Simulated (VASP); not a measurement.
# AgCl (P4/mmm) in VASP: notebook

The runs below take AgCl through single point, with r2SCAN.

Everything below comes from runs of VASP 6.6.1. Logs are shortened: lines on timing, memory, paths and dates and some standing lists are left out, and cuts for length are marked.

### Step 1. The cell of the first run

The structure is tetragonal, space group P4/mmm (No. 123). The conventional cell has a = 3.434 Å, b = 3.434 Å, c = 3.297 Å, α = 90.00°, β = 90.00°, γ = 90.00°. Ag (site symmetry 4/mmm) has 8 Cl at 2.93 Å and 6 Ag at 3.30 to 3.43 Å within 3.9 Å. Cl (site symmetry 4/mmm) has 8 Ag at 2.93 Å and 6 Cl at 3.30 to 3.43 Å within 3.9 Å.

### Step 2. Single point, r2SCAN (strain -0.0400 x Voigt [0, 1, 0, 0, 0, 0])

The input, POSCAR:

```
AgCl
1.0
    3.4339730000      0.0000000000      0.0000000000
    0.0000000000      3.2966140800      0.0000000000
    0.0000000000      0.0000000000      3.4339730000
Ag Cl
1 1
Direct
    0.0000000000      0.0000000000      0.0000000000
    0.5000000000      0.5000000000      0.5000000000
```

The input, INCAR.step1:

```
PREC = Accurate
ENCUT = 520
ISMEAR = 0
SIGMA = 0.05
LREAL = False
LASPH = True
NELM = 60
NBANDS = 16
GGA = PE
ALGO = Normal
EDIFF = 1E-4
LWAVE = True
LCHARG = False
```

The input, INCAR.step2:

```
PREC = Accurate
ENCUT = 520
EDIFF = 1E-7
ISMEAR = 0
SIGMA = 0.05
LREAL = False
LASPH = True
NELM = 60
ALGO = Normal
ISIF = 2
LWAVE = False
LCHARG = False
METAGGA = R2SCAN
LMIXTAU = True
NBANDS = 16
ISTART = 1
```

The input, KPOINTS:

```
Automatic mesh
0
Gamma
  8 8 8
```

Potentials or basis: VASP PAW PBE potentials, release 64 (Ag, Cl).

Run with:

```console
cat potpaw_PBE.64/Ag/POTCAR potpaw_PBE.64/Cl/POTCAR > POTCAR
cp INCAR.step1 INCAR
mpirun -np 1 vasp_std > vasp.out
cp INCAR.step2 INCAR
mpirun -np 1 vasp_std > vasp.out
```

OUTCAR:

```text
PREC = Accurate
   ENCUT = 520
   EDIFF = 1E-7
   ISMEAR = 0
   LREAL = False
   LASPH = True
   NELM = 60
   ISIF = 2
   METAGGA = R2SCAN
   ISTART = 1

 ion  position               nearest neighbor table
   1  0.000  0.000  0.000-   2 2.93   2 2.93   2 2.93   2 2.93   2 2.93   2 2.93   2 2.93   2 2.93

   2  0.500  0.500  0.500-   1 2.93   1 2.93   1 2.93   1 2.93   1 2.93   1 2.93   1 2.93   1 2.93

  LATTYP: Found a simple tetragonal cell.
 ALAT       =     3.4339730000
 C/A-ratio  =     0.9600000000

  Lattice vectors:

 A1 = (  -3.4339730000,   0.0000000000,   0.0000000000)
 A2 = (   0.0000000000,   0.0000000000,   3.4339730000)
 A3 = (   0.0000000000,   3.2966140800,   0.0000000000)

Analysis of symmetry for initial positions (statically):
=====================================================================
 Subroutine PRICEL returns:
 Original cell was already a primitive cell.

 Routine SETGRP: Setting up the symmetry group for a
 simple tetragonal supercell.

 Subroutine GETGRP returns: Found 16 space group operations
 (whereof 16 operations were pure point group operations)
 out of a pool of 16 trial point group operations.

The static configuration has the point symmetry D_4h.

Analysis of symmetry for dynamics (positions and initial velocities):
=====================================================================
 Subroutine PRICEL returns:
 Original cell was already a primitive cell.

 Routine SETGRP: Setting up the symmetry group for a
 simple tetragonal supercell.

 Subroutine GETGRP returns: Found 16 space group operations
 (whereof 16 operations were pure point group operations)
 out of a pool of 16 trial point group operations.

The dynamic configuration has the point symmetry D_4h.

 Subroutine INISYM returns: Found 16 space group operations
 (whereof 16 operations are pure point group operations),
 and found     1 'primitive' translations

----------------------------------------------------------------------------------------

                                     Primitive cell

  volume of cell :      38.8742

  direct lattice vectors                    reciprocal lattice vectors
     3.433973000  0.000000000  0.000000000     0.291207881  0.000000000  0.000000000
     0.000000000  3.296614080  0.000000000     0.000000000  0.303341542  0.000000000
     0.000000000  0.000000000  3.433973000     0.000000000  0.000000000  0.291207881

  length of vectors
     3.433973000  3.296614080  3.433973000     0.291207881  0.303341542  0.291207881

  position of ions in fractional coordinates (direct lattice)
     0.000000000  0.000000000  0.000000000
[... 80 lines left out ...]
   EDIFFG = 0.1E-05   stopping-criterion for IOM
   NSW    =      0    number of steps for IOM
   IBRION =     -1    ionic relax: 0-MD 1-quasi-New 2-CG
   NFREE  =      0    steps in history (QN), initial steepest desc. (CG)
   ISIF   =      2    stress and relaxation
   ISYM   =      2    0-nonsym 1-usesym 2-fastsym
   POTIM  = 0.5000    time-step for ionic-motion
   TEBEG  =    0.0;   TEEND  =   0.0 temperature during run
   PSTRESS=    0.0 pullay stress
   NELECT =      18.0000    total number of electrons
   NUPDOWN=      -1.0000    fix difference up-down
   EMIN   =  10.00;   EMAX   =-10.00  energy-range for DOS
   EFERMI =   0.00;   METHOD = LEGACY
   ISMEAR =     0;   SIGMA  =   0.05  broadening in eV -4-tet -1-fermi 0-gaus
   EFERMI_NEDOS =   21; number of points for ismear=-14 and -15
   IALGO  =     38    algorithm
   IMIX   =      4    mixing-type and parameters
     AMIX     =   0.40;   BMIX     =  1.00
     AMIX_MAG =   1.60;   BMIX_MAG =  1.00
  volume/ion in A,a.u.               =      19.44       131.17
  Fermi-wavevector in a.u.,A,eV,Ry     =   1.266519  2.393374 21.824703  1.604070
  Thomas-Fermi vector in A             =   2.399715
   LORBIT       =      0    0 simple, 1 ext, 2 COOP (PROOUT), +10 PAW based schemes
   METAGGA = R2SCAN    functional components
   LHFCALC =     F    Hartree Fock is set to
   AEXX    =    0.0000 exact exchange contribution
   IVDW    =     0    specifies the selected vdW correction
   LEPSILON=     F    determine dielectric tensor
   LRPA    =     F    only Hartree local field effects (RPA)
 non-spin polarized calculation
 Gauss-broadening in eV      SIGMA  =   0.05
  energy-cutoff  :      520.00
  volume of cell :       38.87
 maximum number of plane-waves:      1064
 NGX is ok and might be reduce to    28
   NGX = 13   NGY = 13   NGZ = 13

 number of electron      18.0000004 magnetization

 Free energy of the ion-electron system (eV)
  ---------------------------------------------------
  ext. energy  EPLUGINS =         0.00000000
  ---------------------------------------------------
  free energy    TOTEN  =       -28.39174039 eV

  energy without entropy =      -28.39174039  energy(sigma->0) =      -28.39174039

 E-fermi :   4.4325     XC(G=0): -11.1041

 val. band max:        4.1639508005   @ k =   0.5000   0.0000   0.0000
 cond. band min:       5.2813541117   @ k =   0.0000   0.0000   0.0000
 fundamental gap:      1.1174033113
 Fermi energy:         4.4325436597

 k-point     1 :       0.0000    0.0000    0.0000
  band No.  band energies     occupation
      1     -11.3392      2.00000
      2       1.1852      2.00000
      3       1.2716      2.00000
      4       2.2094      2.00000
      5       2.2583      2.00000
      6       2.2583      2.00000
[... 433 lines left out ...]
      3       0.4212      2.00000
      4       1.6345      2.00000
      5       1.6519      2.00000
      6       1.9867      2.00000
[... 8 lines left out ...]
     15      18.7120      0.00000
     16      21.7754      0.00000

 [... further k-points ...]

------------------------ aborting loop because EDIFF is reached ----------------------------------------

  FORCE on cell =-STRESS in cart. coord.  units (eV):
  Direction    XX          YY          ZZ          XY          YZ          ZX
  --------------------------------------------------------------------------------------
  -------------------------------------------------------------------------------------
  Total       -0.1293726      0.4832695     -0.1293726      0.0000000      0.0000000      0.0000000
  in kB       -5.3320120     19.9176496     -5.3320120      0.0000000      0.0000000      0.0000000
  external PRESSURE =       3.0845419 kB  Pullay stress =       0.0000000 kB

 VOLUME and BASIS-vectors are now :
 -----------------------------------------------------------------------------
  energy-cutoff  :      520.00
  volume of cell :       38.87
      direct lattice vectors                 reciprocal lattice vectors
     3.433973000  0.000000000  0.000000000     0.291207881  0.000000000  0.000000000
     0.000000000  3.296614080  0.000000000     0.000000000  0.303341542  0.000000000
     0.000000000  0.000000000  3.433973000     0.000000000  0.000000000  0.291207881

 POSITION                                       TOTAL-FORCE (eV/Angst)
 -----------------------------------------------------------------------------------
      0.00000      0.00000      0.00000         0.000000      0.000000      0.000000
      1.71699      1.64831      1.71699         0.000000      0.000000      0.000000
 -----------------------------------------------------------------------------------
    total drift:                               -0.000000      0.000000      0.000000

  FREE ENERGIE OF THE ION-ELECTRON SYSTEM (eV)
  ---------------------------------------------------
  free  energy   TOTEN  =       -28.3917403907 eV

  energy  without entropy=      -28.3917403907  energy(sigma->0) =      -28.39174039
```

OUTCAR.step1:

```text
PREC = Accurate
   ENCUT = 520
   ISMEAR = 0
   LREAL = False
   LASPH = True
[... 680 lines left out ...]
      0.00000      0.00000      0.00000         0.000000      0.000000      0.000000
      1.71699      1.64831      1.71699         0.000000      0.000000      0.000000
 -----------------------------------------------------------------------------------
    total drift:                               -0.000000      0.000000      0.000000

  FREE ENERGIE OF THE ION-ELECTRON SYSTEM (eV)
  ---------------------------------------------------
  free  energy   TOTEN  =        -5.1064217436 eV

  energy  without entropy=       -5.1064217436  energy(sigma->0) =       -5.10642174
```

OSZICAR.step1:

```text
N       E                     dE             d eps       ncg     rms          rms(c)
DAV:   1     0.962369440058E+02    0.96237E+02   -0.86276E+03  2448   0.102E+03
DAV:   2    -0.210071781967E+01   -0.98338E+02   -0.89884E+02  3056   0.221E+02
DAV:   3    -0.538046514157E+01   -0.32797E+01   -0.32735E+01  2944   0.425E+01
DAV:   4    -0.540096770326E+01   -0.20503E-01   -0.20502E-01  3008   0.367E+00
DAV:   5    -0.540120593295E+01   -0.23823E-03   -0.23823E-03  3080   0.386E-01    0.604E+00
DAV:   6    -0.511886577792E+01    0.28234E+00   -0.35795E-01  2968   0.864E+00    0.403E+00
DAV:   7    -0.510987303089E+01    0.89927E-02   -0.13710E-01  2592   0.247E+00    0.218E+00
DAV:   8    -0.510665356954E+01    0.32195E-02   -0.70658E-03  2872   0.853E-01    0.399E-01
DAV:   9    -0.510639614405E+01    0.25743E-03   -0.67103E-04  3144   0.383E-01    0.521E-02
DAV:  10    -0.510642174362E+01   -0.25600E-04   -0.10479E-04  1560   0.110E-01
   1 F= -.51064217E+01 E0= -.51064217E+01  d E =-.773490E-12
```

It took 73 s on 1 thread of Intel Xeon 6975P-C (Granite Rapids), shared host; peak memory 0.19 GiB.

Results:

```yaml
Free_energy: -28.3917 eV
Pressure: 0.3 GPa
Band_gap_on_the_k_mesh: 1.12 eV (least direct gap 2.58 eV)
```

Caveat: the cell differs from its parent crystal (strain -0.0400 x Voigt [0, 1, 0, 0, 0, 0]); the PAW data sets were made with another functional, which shifts forces and pressure a little.

### Step 3. Single point, r2SCAN (strain +0.0200 x Voigt [0, 1, 0, 0, 0, 0])

POSCAR, as its differences from that of step 2:

```diff
@@ -3,3 +3,3 @@
     3.4339730000      0.0000000000      0.0000000000
-    0.0000000000      3.2966140800      0.0000000000
+    0.0000000000      3.5026524600      0.0000000000
     0.0000000000      0.0000000000      3.4339730000
```

The input, INCAR.step1:

```
SYSTEM = AgCl
ALGO = Normal
EDIFF = 1E-4
ENCUT = 520
GGA = PE
ISMEAR = 0
LASPH = .TRUE.
LCHARG = .FALSE.
LREAL = .FALSE.
LWAVE = .TRUE.
NBANDS = 16
NELM = 100
PREC = Accurate
SIGMA = 0.05
```

The input, INCAR.step2:

```
SYSTEM = AgCl
ALGO = Normal
EDIFF = 1E-6
ENCUT = 520
ISIF = 2
ISMEAR = 0
ISTART = 1
LASPH = .TRUE.
LCHARG = .FALSE.
LMIXTAU = .TRUE.
LREAL = .FALSE.
LWAVE = .FALSE.
METAGGA = R2SCAN
NBANDS = 16
NELM = 100
PREC = Accurate
SIGMA = 0.05
```

The input, KPOINTS:

```
k-points
0
G
  8 8 8
  0 0 0
```

Potentials or basis: VASP PAW PBE potentials, release 64 (Ag, Cl).

Run with:

```console
cat potpaw_PBE.64/Ag/POTCAR potpaw_PBE.64/Cl/POTCAR > POTCAR
cp INCAR.step1 INCAR
mpirun -np 1 vasp_std > vasp.out
cp INCAR.step2 INCAR
mpirun -np 1 vasp_std > vasp.out
```

OUTCAR:

```text
SYSTEM = AgCl
   EDIFF = 1E-6
   ENCUT = 520
   ISIF = 2
   ISMEAR = 0
   ISTART = 1
   LASPH = .TRUE.
   LREAL = .FALSE.
   METAGGA = R2SCAN
   NELM = 100
   PREC = Accurate

 ion  position               nearest neighbor table
   1  0.000  0.000  0.000-   2 2.99   2 2.99   2 2.99   2 2.99   2 2.99   2 2.99   2 2.99   2 2.99

   2  0.500  0.500  0.500-   1 2.99   1 2.99   1 2.99   1 2.99   1 2.99   1 2.99   1 2.99   1 2.99

  LATTYP: Found a simple tetragonal cell.
 ALAT       =     3.4339730000
 C/A-ratio  =     1.0200000000

  Lattice vectors:

 A1 = (  -3.4339730000,   0.0000000000,   0.0000000000)
 A2 = (   0.0000000000,   0.0000000000,   3.4339730000)
 A3 = (   0.0000000000,   3.5026524600,   0.0000000000)

Analysis of symmetry for initial positions (statically):
=====================================================================
 Subroutine PRICEL returns:
 Original cell was already a primitive cell.

 Routine SETGRP: Setting up the symmetry group for a
 simple tetragonal supercell.

 Subroutine GETGRP returns: Found 16 space group operations
 (whereof 16 operations were pure point group operations)
 out of a pool of 16 trial point group operations.

The static configuration has the point symmetry D_4h.

Analysis of symmetry for dynamics (positions and initial velocities):
=====================================================================
 Subroutine PRICEL returns:
 Original cell was already a primitive cell.

 Routine SETGRP: Setting up the symmetry group for a
 simple tetragonal supercell.

 Subroutine GETGRP returns: Found 16 space group operations
 (whereof 16 operations were pure point group operations)
 out of a pool of 16 trial point group operations.

The dynamic configuration has the point symmetry D_4h.

 Subroutine INISYM returns: Found 16 space group operations
 (whereof 16 operations are pure point group operations),
 and found     1 'primitive' translations

----------------------------------------------------------------------------------------

[... 113 lines left out ...]
  volume/ion in A,a.u.               =      20.65       139.37
  Fermi-wavevector in a.u.,A,eV,Ry     =   1.241182  2.345494 20.960214  1.540532
  Thomas-Fermi vector in A             =   2.375591
   LORBIT       =      0    0 simple, 1 ext, 2 COOP (PROOUT), +10 PAW based schemes
   METAGGA = R2SCAN    functional components
   LHFCALC =     F    Hartree Fock is set to
   AEXX    =    0.0000 exact exchange contribution
   IVDW    =     0    specifies the selected vdW correction
   LEPSILON=     F    determine dielectric tensor
   LRPA    =     F    only Hartree local field effects (RPA)
 non-spin polarized calculation
 Gauss-broadening in eV      SIGMA  =   0.05
  energy-cutoff  :      520.00
  volume of cell :       41.30
 maximum number of plane-waves:      1134
 NGX is ok and might be reduce to    28
   NGX = 13   NGY = 13   NGZ = 13

 number of electron      17.9999999 magnetization

 Free energy of the ion-electron system (eV)
  ---------------------------------------------------
  ext. energy  EPLUGINS =         0.00000000
  ---------------------------------------------------
  free energy    TOTEN  =       -28.37934279 eV

  energy without entropy =      -28.37934279  energy(sigma->0) =      -28.37934279

 E-fermi :   3.6029     XC(G=0): -10.7601

 val. band max:        3.3539531091   @ k =   0.0000   0.5000   0.0000
 cond. band min:       4.4902560916   @ k =   0.0000   0.0000   0.0000
 fundamental gap:      1.1363029825
 Fermi energy:         3.6028859498

 k-point     1 :       0.0000    0.0000    0.0000
  band No.  band energies     occupation
      1     -11.7173      2.00000
      2       0.7047      2.00000
      3       0.7391      2.00000
      4       1.6013      2.00000
      5       1.6013      2.00000
      6       1.6191      2.00000
[... 433 lines left out ...]
      3      -0.0566      2.00000
      4       1.0172      2.00000
      5       1.1894      2.00000
      6       1.3842      2.00000
[... 8 lines left out ...]
     15      17.9563      0.00000
     16      20.9532      0.00000

 [... further k-points ...]

------------------------ aborting loop because EDIFF is reached ----------------------------------------

  FORCE on cell =-STRESS in cart. coord.  units (eV):
  Direction    XX          YY          ZZ          XY          YZ          ZX
  --------------------------------------------------------------------------------------
  -------------------------------------------------------------------------------------
  Total       -0.6257806     -0.8951793     -0.6257806      0.0000000      0.0000000      0.0000000
  in kB      -24.2740290    -34.7240037    -24.2740290      0.0000000      0.0000000      0.0000000
  external PRESSURE =     -27.7573539 kB  Pullay stress =       0.0000000 kB

 VOLUME and BASIS-vectors are now :
 -----------------------------------------------------------------------------
  energy-cutoff  :      520.00
  volume of cell :       41.30
      direct lattice vectors                 reciprocal lattice vectors
     3.433973000  0.000000000  0.000000000     0.291207881  0.000000000  0.000000000
     0.000000000  3.502652460  0.000000000     0.000000000  0.285497922  0.000000000
     0.000000000  0.000000000  3.433973000     0.000000000  0.000000000  0.291207881

 POSITION                                       TOTAL-FORCE (eV/Angst)
 -----------------------------------------------------------------------------------
      0.00000      0.00000      0.00000         0.000000      0.000000      0.000000
      1.71699      1.75133      1.71699         0.000000      0.000000      0.000000
 -----------------------------------------------------------------------------------
    total drift:                               -0.000000      0.000000      0.000000

  FREE ENERGIE OF THE ION-ELECTRON SYSTEM (eV)
  ---------------------------------------------------
  free  energy   TOTEN  =       -28.3793427882 eV

  energy  without entropy=      -28.3793427882  energy(sigma->0) =      -28.37934279
```

OUTCAR.step1:

```text
SYSTEM = AgCl
   EDIFF = 1E-4
   ENCUT = 520
   GGA = PE
   ISMEAR = 0
   LASPH = .TRUE.
   LREAL = .FALSE.
[... 679 lines left out ...]
      0.00000      0.00000      0.00000         0.000000      0.000000      0.000000
      1.71699      1.75133      1.71699         0.000000      0.000000      0.000000
 -----------------------------------------------------------------------------------
    total drift:                               -0.000000      0.000000      0.000000

  FREE ENERGIE OF THE ION-ELECTRON SYSTEM (eV)
  ---------------------------------------------------
  free  energy   TOTEN  =        -5.1173793963 eV

  energy  without entropy=       -5.1173793963  energy(sigma->0) =       -5.11737940
```

OSZICAR.step1:

```text
N       E                     dE             d eps       ncg     rms          rms(c)
DAV:   1     0.991521843121E+02    0.99152E+02   -0.87624E+03  2456   0.102E+03
DAV:   2    -0.181370206078E+01   -0.10097E+03   -0.92644E+02  3032   0.222E+02
DAV:   3    -0.540230064331E+01   -0.35886E+01   -0.35804E+01  3016   0.439E+01
DAV:   4    -0.542564113376E+01   -0.23340E-01   -0.23339E-01  3056   0.385E+00
DAV:   5    -0.542592843011E+01   -0.28730E-03   -0.28730E-03  3088   0.419E-01    0.511E+00
DAV:   6    -0.513067860946E+01    0.29525E+00   -0.35988E-01  2920   0.848E+00    0.346E+00
DAV:   7    -0.512123070765E+01    0.94479E-02   -0.13985E-01  2640   0.250E+00    0.198E+00
DAV:   8    -0.511767812138E+01    0.35526E-02   -0.77320E-03  2752   0.878E-01    0.393E-01
DAV:   9    -0.511734120352E+01    0.33692E-03   -0.74631E-04  3104   0.416E-01    0.602E-02
DAV:  10    -0.511737939626E+01   -0.38193E-04   -0.14281E-04  1640   0.124E-01
   1 F= -.51173794E+01 E0= -.51173794E+01  d E =-.646257E-16
```

Wall time 70 s (1 thread of Intel Xeon 6975P-C (Granite Rapids), shared host); peak memory 0.2 GiB.

Results:

| Item | Value |
| --- | --- |
| Free energy | -28.3793 eV |
| Pressure | -2.8 GPa |
| Band gap on the k mesh | 1.14 eV (least direct gap 2.58 eV) |

Caveat: the cell differs from its parent crystal (strain +0.0200 x Voigt [0, 1, 0, 0, 0, 0]); the PAW data sets were made with another functional, which shifts forces and pressure a little.

[end of part 1 of 2]
